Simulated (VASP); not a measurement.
# CuI (F-43m) in VASP: a series of runs, part 2 of 3

VASP 6.6.1. The steps go on from the part before.

## (3) Phonons, r2SCAN

This run uses another cell than the first one, of 25.35 Å³/atom.

Input file INCAR:

```
  ALGO = Normal
  EDIFF = 1E-8
  ENCUT = 520
  IBRION = 6
  ISIF = 2
  ISMEAR = 0
  LASPH = T
  LCHARG = T
  LMIXTAU = T
  LREAL = F
  LWAVE = F
  METAGGA = R2SCAN
  NBANDS = 16
  NELM = 100
  NFREE = 2
  NSW = 1
  POTIM = 0.015
  PREC = Accurate
  SIGMA = 0.01
```

Input file KPOINTS:

```
k-points
0
Gamma
  6 6 6
```

Input file POSCAR:

```
CuI
1.0
    2.9376470924      2.9376470924      0.0000000000
   -2.9376470924      2.9376470924      0.0000000000
    0.0000000000      2.9376470924      2.9376470924
Cu I
1 1
Direct
    0.7500000000      0.2500000000      0.5000000000
    0.0000000000      0.0000000000      0.0000000000
```

Potentials or basis: VASP PAW PBE potentials, release 64 (Cu, I).

Command:

```sh
$ cat potpaw_PBE.64/Cu/POTCAR potpaw_PBE.64/I/POTCAR > POTCAR
$ mpirun -np 1 vasp_std > vasp.out
```

OUTCAR:

```text
EDIFF = 1E-8
   ENCUT = 520
   IBRION = 6
   ISIF = 2
   ISMEAR = 0
   LASPH = T
   LREAL = F
   METAGGA = R2SCAN
   NELM = 100
   NFREE = 2
   NSW = 1
   POTIM = 0.015
   PREC = Accurate

 ion  position               nearest neighbor table
   1  0.750  0.250  0.500-   2 2.54   2 2.54   2 2.54   2 2.54
   2  0.000  0.000  0.000-   1 2.54   1 2.54   1 2.54   1 2.54

  LATTYP: Found a face centered cubic cell.
 ALAT       =     5.8752941848

  Lattice vectors:

 A1 = (   0.0000000000,   2.9376470924,   2.9376470924)
 A2 = (   2.9376470924,   0.0000000000,   2.9376470924)
 A3 = (   2.9376470924,   2.9376470924,   0.0000000000)

Analysis of symmetry for initial positions (statically):
=====================================================================
 Subroutine PRICEL returns:
 Original cell was already a primitive cell.

 Routine SETGRP: Setting up the symmetry group for a
 face centered cubic supercell.

 Subroutine GETGRP returns: Found 24 space group operations
 (whereof 24 operations were pure point group operations)
 out of a pool of 48 trial point group operations.

The static configuration has the point symmetry T_d .

Analysis of symmetry for dynamics (positions and initial velocities):
=====================================================================
 Subroutine PRICEL returns:
 Original cell was already a primitive cell.

 Routine SETGRP: Setting up the symmetry group for a
 face centered cubic supercell.

 Subroutine GETGRP returns: Found 24 space group operations
 (whereof 24 operations were pure point group operations)
 out of a pool of 48 trial point group operations.

The dynamic configuration has the point symmetry T_d .

 Subroutine INISYM returns: Found 24 space group operations
 (whereof 24 operations are pure point group operations),
[... 291 lines left out ...]

 val. band max:        5.3456453545   @ k =   0.0000   0.0000   0.0000
 cond. band min:       7.2500067762   @ k =   0.0000   0.0000   0.0000
 fundamental gap:      1.9043614217
 Fermi energy:         5.4271765934

 k-point     1 :       0.0000    0.0000    0.0000
  band No.  band energies     occupation
      1      -9.7379      2.00000
      2       1.0502      2.00000
      3       1.0730      2.00000
      4       1.0962      2.00000
      5       3.0697      2.00000
      6       3.0700      2.00000
[... 433 lines left out ...]
      3       0.6642      2.00000
      4       1.1277      2.00000
      5       3.0402      2.00000
      6       3.0726      2.00000
[... 8 lines left out ...]
     15      15.9152      0.00000
     16      17.2932      0.00000

 [... further k-points ...]

------------------------ aborting loop because EDIFF is reached ----------------------------------------

  FORCE on cell =-STRESS in cart. coord.  units (eV):
  Direction    XX          YY          ZZ          XY          YZ          ZX
  --------------------------------------------------------------------------------------
  -------------------------------------------------------------------------------------
  Total        1.2431369      1.2447897      1.2447897      0.0000000      0.0896707      0.0000000
  in kB       39.2826407     39.3348678     39.3348678      0.0000000      2.8335605      0.0000000
  external PRESSURE =      39.3174588 kB  Pullay stress =       0.0000000 kB
[... 17 lines left out ...]
  FREE ENERGIE OF THE ION-ELECTRON SYSTEM (eV)
  ---------------------------------------------------
  free  energy   TOTEN  =       -35.7477415157 eV

  energy  without entropy=      -35.7477415157  energy(sigma->0) =      -35.74774152

 INTERNAL STRAIN TENSORS FROM DISPLACED ATOMS
 ============================================

 INTERNAL STRAIN TENSOR FOR ION    1 for displacements in x,y,z  (eV/Angst):
          X           Y           Z          XY          YZ          ZX
  --------------------------------------------------------------------------------
  x    -0.00000     0.00000     0.00000     0.00000     6.28034     0.00000
  y     0.00000    -0.00000     0.00000     0.00000     0.00000     6.28034
  z     0.00000     0.00000    -0.00000     6.28034     0.00000     0.00000

 INTERNAL STRAIN TENSOR FOR ION    2 for displacements in x,y,z  (eV/Angst):
          X           Y           Z          XY          YZ          ZX
  --------------------------------------------------------------------------------
  x     0.00000     0.00000     0.00000     0.00000    -6.00027     0.00000
  y     0.00000     0.00000     0.00000     0.00000     0.00000    -6.00027
  z     0.00000     0.00000     0.00000    -6.00027     0.00000     0.00000

 Eigenvectors and eigenvalues of the dynamical matrix
 ----------------------------------------------------

   1 f  =    4.724748 THz    29.686467 2PiTHz  157.600626 cm-1    19.539978 meV
             X         Y         Z           dx          dy          dz
      1.468824  4.406471  1.468824    -0.000000   -0.815826   -0.000000
      0.000000  0.000000  0.000000    -0.000000    0.578297    0.000000
[... 21 lines left out ...]
   6 f/i=    0.003835 THz     0.024093 2PiTHz    0.127905 cm-1     0.015858 meV
             X         Y         Z           dx          dy          dz
      1.468824  4.406471  1.468824    -0.033280    0.577339    0.000000
      0.000000  0.000000  0.000000    -0.046950    0.814474    0.000000

 ELASTIC MODULI CONTR FROM IONIC RELAXATION (kBar)
 Direction    XX          YY          ZZ          XY          YZ          ZX
 --------------------------------------------------------------------------------
 XX          -0.0000      0.0000     -0.0000     -0.0000      0.0000     -0.0000
 YY           0.0000     -0.0000      0.0000      0.0000      0.0000      0.0000
 ZZ          -0.0000      0.0000     -0.0000      0.0000      0.0000     -0.0000
 XY          -0.0000      0.0000      0.0000   -307.8630      0.0000      0.0000
 YZ           0.0000      0.0000      0.0000      0.0000   -307.8630     -0.0000
 ZX          -0.0000      0.0000     -0.0000      0.0000     -0.0000   -307.8630
 --------------------------------------------------------------------------------
```

OSZICAR:

```text
N       E                     dE             d eps       ncg     rms          rms(c)
DAV:   1     0.658486803952E+02    0.65849E+02   -0.76921E+03   512   0.124E+03
DAV:   2    -0.324462113781E+02   -0.98295E+02   -0.89624E+02   528   0.248E+02
[... 70 lines left out ...]
DAV:   7    -0.357477413505E+02   -0.43192E-06   -0.14687E-06  2104   0.107E-02    0.440E-03
DAV:   8    -0.357477414948E+02   -0.14428E-06   -0.16383E-07  1576   0.333E-03    0.357E-03
DAV:   9    -0.357477415082E+02   -0.13401E-07   -0.12013E-08  1664   0.101E-03    0.174E-03
DAV:  10    -0.357477414975E+02    0.10672E-07   -0.12502E-08  1264   0.112E-03    0.110E-04
DAV:  11    -0.357477415169E+02   -0.19346E-07   -0.31676E-09  1168   0.595E-04    0.639E-05
DAV:  12    -0.357477415157E+02    0.11660E-08   -0.28627E-10   920   0.271E-04
   5 F= -.35747742E+02 E0= -.35747742E+02  d E =-.353125E-33
```

stdout:

```text
POSCAR found type information on POSCAR CuI
 POSCAR found :  2 types and       2 ions
 scaLAPACK will be used
 -----------------------------------------------------------------------------
|                                                                             |
|                                                                             |
|     You enforced a specific xc type in the INCAR file but a different       |
|     I HOPE YOU KNOW WHAT YOU ARE DOING!                                     |
|                                                                             |
 -----------------------------------------------------------------------------

 LDA part: xc-table for (None), standard interpolation
 POSCAR, INCAR and KPOINTS ok, starting setup
 FFT: planning ... GRIDC
 FFT: planning ... GRID_SOFT
 FFT: planning ... GRID
 WAVECAR not read
 entering main loop
 Found     2 degrees of freedom:
 Finite differences POTIM= 0.01500 DOF=   2
 bond charge predicted
 Finite differences progress:
 bond charge predicted
 Finite differences progress:
 bond charge predicted
 Finite differences progress:
 bond charge predicted
 Finite differences progress:
```

It took 5.4 min on 1 thread of Intel Xeon Platinum 8375C at 2.90GHz (Ice Lake), shared host; peak memory 0.23 GiB.

What came out:

* Highest phonon frequency at Γ, LO-TO splitting left out: 158 cm⁻¹

Phonon frequencies in cm⁻¹ (negative: imaginary):
```csv
q point,frequencies
"(0.000, 0.000, 0.000)",0 0 0 158 158 158
```

Caveat: the cell stands under pressure or tension, which shifts response properties; the PAW data sets were made with another functional, which shifts forces and pressure a little; spin-orbit coupling is left out, which moves the levels of the heavy elements.

## (4) Phonons, r2SCAN

This run uses another cell than the first one, of 26.24 Å³/atom.

Input file INCAR:

```
SYSTEM = CuI
PREC = Accurate ; ENCUT = 520
EDIFF = 1E-8 ; ISMEAR = 0
SIGMA = 0.01 ; LREAL = .FALSE.
LASPH = .TRUE. ; NELM = 100
ALGO = Normal ; ISIF = 2
LWAVE = .FALSE. ; LCHARG = .FALSE.
METAGGA = R2SCAN ; LMIXTAU = .TRUE.
IBRION = 6 ; NFREE = 2
POTIM = 0.015 ; NSW = 1
```

Input file KPOINTS:

```
Automatic mesh
0
G
  6 6 6
  0 0 0
```

Input file POSCAR:

```
CuI
1.0
    2.9713969591      2.9713969591      0.0000000000
   -2.9713969591      2.9713969591      0.0000000000
    0.0000000000      2.9713969591      2.9713969591
Cu I
1 1
Direct
    0.7500000000      0.2500000000      0.5000000000
    0.0000000000      0.0000000000      0.0000000000
```

Potentials or basis: VASP PAW PBE potentials, release 64 (Cu, I).

Command:

```sh
$ cat potpaw_PBE.64/Cu/POTCAR potpaw_PBE.64/I/POTCAR > POTCAR
$ mpirun -np 1 vasp_std > vasp.out
```

OUTCAR:

```text
SYSTEM = CuI
   PREC = Accurate
   ENCUT = 520
   EDIFF = 1E-8
   ISMEAR = 0
   LREAL = .FALSE.
   LASPH = .TRUE.
   NELM = 100
   ISIF = 2
   METAGGA = R2SCAN
   IBRION = 6
   NFREE = 2
   POTIM = 0.015
   NSW = 1

 ion  position               nearest neighbor table
   1  0.750  0.250  0.500-   2 2.57   2 2.57   2 2.57   2 2.57
   2  0.000  0.000  0.000-   1 2.57   1 2.57   1 2.57   1 2.57

  LATTYP: Found a face centered cubic cell.
 ALAT       =     5.9427939182

  Lattice vectors:

 A1 = (   0.0000000000,   2.9713969591,   2.9713969591)
 A2 = (   2.9713969591,   0.0000000000,   2.9713969591)
 A3 = (   2.9713969591,   2.9713969591,   0.0000000000)

Analysis of symmetry for initial positions (statically):
=====================================================================
 Subroutine PRICEL returns:
 Original cell was already a primitive cell.

 Routine SETGRP: Setting up the symmetry group for a
 face centered cubic supercell.

 Subroutine GETGRP returns: Found 24 space group operations
 (whereof 24 operations were pure point group operations)
 out of a pool of 48 trial point group operations.

The static configuration has the point symmetry T_d .

Analysis of symmetry for dynamics (positions and initial velocities):
=====================================================================
 Subroutine PRICEL returns:
 Original cell was already a primitive cell.

 Routine SETGRP: Setting up the symmetry group for a
 face centered cubic supercell.

 Subroutine GETGRP returns: Found 24 space group operations
 (whereof 24 operations were pure point group operations)
 out of a pool of 48 trial point group operations.

[... 305 lines left out ...]
      3       0.8452      2.00000
      4       0.8677      2.00000
      5       2.8314      2.00000
      6       2.8317      2.00000
      7       4.9243      2.00000
      8       4.9324      2.00000
      9       4.9398      2.00000
     10       6.7309      0.00000
     11      10.0967      0.00000
     12      10.1000      0.00000
     13      10.1042      0.00000
[... 354 lines left out ...]
  band No.  band energies     occupation
      1      -9.2676      2.00000
      2      -0.8475      2.00000
      3       0.4374      2.00000
      4       0.8882      2.00000
      5       2.8042      2.00000
      6       2.8338      2.00000
      7       3.0530      2.00000
      8       3.5800      2.00000
      9       4.1506      2.00000
     10       8.5500      0.00000
     11      10.2589      0.00000
     12      11.1918      0.00000
     13      12.0756      0.00000

 [... further k-points ...]

------------------------ aborting loop because EDIFF is reached ----------------------------------------

  FORCE on cell =-STRESS in cart. coord.  units (eV):
  Direction    XX          YY          ZZ          XY          YZ          ZX
  --------------------------------------------------------------------------------------
  -------------------------------------------------------------------------------------
  Total        0.6348009      0.6360968      0.6360968      0.0000000      0.0722058      0.0000000
  in kB       19.3836742     19.4232437     19.4232437      0.0000000      2.2048068      0.0000000
  external PRESSURE =      19.4100539 kB  Pullay stress =       0.0000000 kB
[... 17 lines left out ...]
  FREE ENERGIE OF THE ION-ELECTRON SYSTEM (eV)
  ---------------------------------------------------
  free  energy   TOTEN  =       -35.7803549926 eV

  energy  without entropy=      -35.7803549926  energy(sigma->0) =      -35.78035499

 INTERNAL STRAIN TENSORS FROM DISPLACED ATOMS
 ============================================

 INTERNAL STRAIN TENSOR FOR ION    1 for displacements in x,y,z  (eV/Angst):
          X           Y           Z          XY          YZ          ZX
  --------------------------------------------------------------------------------
  x     0.00000     0.00000     0.00000     0.00000     4.97105     0.00000
  y     0.00000     0.00000     0.00000     0.00000     0.00000     4.97105
  z     0.00000     0.00000     0.00000     4.97105     0.00000     0.00000

 INTERNAL STRAIN TENSOR FOR ION    2 for displacements in x,y,z  (eV/Angst):
          X           Y           Z          XY          YZ          ZX
  --------------------------------------------------------------------------------
  x    -0.00000     0.00000     0.00000     0.00000    -4.84392     0.00000
  y     0.00000     0.00000     0.00000     0.00000     0.00000    -4.84392
  z     0.00000     0.00000    -0.00000    -4.84392     0.00000     0.00000

 Eigenvectors and eigenvalues of the dynamical matrix
 ----------------------------------------------------

   1 f  =    4.331791 THz    27.217446 2PiTHz  144.492999 cm-1    17.914841 meV
             X         Y         Z           dx          dy          dz
      1.485698  4.457095  1.485698    -0.815708    0.000000    0.000000
      0.000000  0.000000  0.000000     0.578464    0.000000    0.000000
[... 21 lines left out ...]
   6 f/i=    0.004397 THz     0.027630 2PiTHz    0.146682 cm-1     0.018186 meV
             X         Y         Z           dx          dy          dz
      1.485698  4.457095  1.485698     0.000000    0.409035    0.409035
      0.000000  0.000000  0.000000     0.000000    0.576793    0.576793

 ELASTIC MODULI CONTR FROM IONIC RELAXATION (kBar)
 Direction    XX          YY          ZZ          XY          YZ          ZX
 --------------------------------------------------------------------------------
 XX          -0.0000      0.0000      0.0000      0.0000     -0.0000      0.0000
 YY           0.0000     -0.0000     -0.0000      0.0000      0.0000      0.0000
 ZZ           0.0000     -0.0000     -0.0000     -0.0000      0.0000      0.0000
 XY           0.0000      0.0000     -0.0000   -226.0356      0.0000      0.0000
 YZ          -0.0000      0.0000      0.0000      0.0000   -226.0356      0.0000
 ZX           0.0000      0.0000      0.0000      0.0000     -0.0000   -226.0356
 --------------------------------------------------------------------------------
```

OSZICAR:

```text
N       E                     dE             d eps       ncg     rms          rms(c)
DAV:   1     0.699873572595E+02    0.69987E+02   -0.80692E+03   416   0.156E+03
DAV:   2    -0.310734504612E+02   -0.10106E+03   -0.95974E+02   421   0.277E+02
DAV:   3    -0.388214873172E+02   -0.77480E+01   -0.75810E+01   561   0.839E+01
[... 69 lines left out ...]
DAV:   6    -0.357803542823E+02   -0.11661E-04   -0.76770E-06  1394   0.448E-02    0.711E-03
DAV:   7    -0.357803547256E+02   -0.44335E-06   -0.15340E-06  1406   0.123E-02    0.366E-03
DAV:   8    -0.357803550095E+02   -0.28388E-06   -0.27496E-07  1256   0.480E-03    0.246E-03
DAV:   9    -0.357803549991E+02    0.10411E-07   -0.28186E-08  1486   0.156E-03    0.844E-04
DAV:  10    -0.357803549926E+02    0.64640E-08   -0.11713E-08   883   0.113E-03
   5 F= -.35780355E+02 E0= -.35780355E+02  d E =-.422940E-52
```

stdout:

```text
POSCAR found type information on POSCAR CuI
 POSCAR found :  2 types and       2 ions
 scaLAPACK will be used
 -----------------------------------------------------------------------------
|                                                                             |
|                                                                             |
|     You enforced a specific xc type in the INCAR file but a different       |
|     I HOPE YOU KNOW WHAT YOU ARE DOING!                                     |
|                                                                             |
 -----------------------------------------------------------------------------

 LDA part: xc-table for (None), standard interpolation
 POSCAR, INCAR and KPOINTS ok, starting setup
 FFT: planning ... GRIDC
 FFT: planning ... GRID_SOFT
 FFT: planning ... GRID
 WAVECAR not read
 entering main loop
 Found     2 degrees of freedom:
 Finite differences POTIM= 0.01500 DOF=   2
 bond charge predicted
 Finite differences progress:
 bond charge predicted
 Finite differences progress:
 bond charge predicted
 Finite differences progress:
 bond charge predicted
 Finite differences progress:
```

It took 4.7 min on 1 thread of Intel Xeon Platinum 8375C at 2.90GHz (Ice Lake), shared host; peak memory 0.22 GiB.

What came out:

```
Highest phonon frequency at Γ, LO-TO splitting left out : 144 cm⁻¹
```

Phonon frequencies in cm⁻¹ (negative: imaginary):
| q point | frequencies |
| --- | --- |
| (0.000, 0.000, 0.000) | 0 0 0 144 144 144 |

Caveat: the cell stands under pressure or tension, which shifts response properties; the PAW data sets were made with another functional, which shifts forces and pressure a little; spin-orbit coupling is left out, which moves the levels of the heavy elements.

[end of part 2 of 3]
